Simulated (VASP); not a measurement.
Write the native input for VASP 6.6.1 that does the following.

- Task: relaxation of the atoms
- Functional: PBE
- Potentials or basis: VASP PAW PBE potentials, release 64 (Al, Te, N)
- Cutoff: 520 eV
- k mesh: 1 × 1 × 1, shifted
- Occupations: gaussian, width 0.01 eV
- Spin: no spin polarisation
- Dipole correction: no
- Further INCAR settings: LREAL = Auto; ALGO = Normal; EDIFF = 1e-07; ISYM = -1; IBRION = 2; EDIFFG = -0.03; NSW = 100

The structure of Al15TeN15 (a cell with a defect) lies in POSCAR:

```
Al15TeN15
1.0
    6.2595139100      0.0000000600      0.0000000000
   -3.1297570100      5.4208980300      0.0000000000
    0.0000000000      0.0000000000     10.0348065900
Al Te N
15 1 15
Direct
    0.3333333300      0.1666666700      0.2496176900
    0.3333333300      0.1666666700      0.7496176900
    0.1666666700      0.3333333300      0.9996176900
    0.3333333300      0.6666666700      0.2496176900
    0.1666666700      0.8333333300      0.4996176900
    0.3333333300      0.6666666700      0.7496176900
    0.1666666700      0.8333333300      0.9996176900
    0.8333333300      0.1666666700      0.2496176900
    0.6666666700      0.3333333300      0.4996176900
    0.8333333300      0.1666666700      0.7496176900
    0.6666666700      0.3333333300      0.9996176900
    0.8333333300      0.6666666700      0.2496176900
    0.6666666700      0.8333333300      0.4996176900
    0.8333333300      0.6666666700      0.7496176900
    0.6666666700      0.8333333300      0.9996176900
    0.3333333300      0.1666666700      0.4403823100
    0.1666666700      0.3333333300      0.1903823100
    0.3333333300      0.1666666700      0.9403823100
    0.1666666700      0.3333333300      0.6903823100
    0.3333333300      0.6666666700      0.4403823100
    0.1666666700      0.8333333300      0.1903823100
    0.3333333300      0.6666666700      0.9403823100
    0.1666666700      0.8333333300      0.6903823100
    0.8333333300      0.1666666700      0.4403823100
    0.6666666700      0.3333333300      0.1903823100
    0.8333333300      0.1666666700      0.9403823100
    0.6666666700      0.3333333300      0.6903823100
    0.8333333300      0.6666666700      0.4403823100
    0.6666666700      0.8333333300      0.1903823100
    0.8333333300      0.6666666700      0.9403823100
    0.6666666700      0.8333333300      0.6903823100
```

The input as run:

INCAR

```
SYSTEM = Al15TeN15
ALGO     = Normal         ! electronic algorithm
EDIFF    = 1E-7           ! SCF threshold, eV
EDIFFG   = -0.03          ! ionic threshold
ENCUT    = 520            ! plane-wave cutoff, eV
GGA      = PE             ! functional
GGA_COMPAT= .FALSE.      
IBRION   = 2              ! ionic algorithm
ISIF     = 2              ! what is computed and relaxed
ISMEAR   = 0              ! smearing method
ISYM     = -1           
LASPH    = .TRUE.         ! aspherical terms in the spheres
LCHARG   = .FALSE.        ! write CHGCAR
LREAL    = Auto         
LWAVE    = .FALSE.        ! write WAVECAR
NELM     = 120            ! most SCF steps
NELMIN   = 4            
NSW      = 100            ! ionic steps
PREC     = Accurate       ! precision mode
SIGMA    = 0.01           ! smearing width, eV
```

KPOINTS

```
explicit points
1
Reciprocal
  0.25000000   0.25000000   0.25000000 1
```

Potentials or basis: VASP PAW PBE potentials, release 64 (Al, Te, N).

Launch:

```console
$ cat potpaw_PBE.64/Al/POTCAR potpaw_PBE.64/Te/POTCAR potpaw_PBE.64/N/POTCAR > POTCAR
$ mpirun -np 1 vasp_std > vasp.out
```

It gave:

```yaml
Energy_gained_by_relaxing: 494.2 meV/atom
Ionic_steps: 26
Pressure_after_relaxing: 5.0 GPa
Largest_force_after_relaxing: 0.025 eV/Å
Band_gap_on_the_k_mesh: 0.80 eV
```

Caveat: spin-orbit coupling is left out, which moves the levels of the heavy elements.

It took 13 min on 1 thread of Intel(R) Xeon(R) 6975P-C (Granite Rapids) (shared host), peak memory 0.49 GiB.
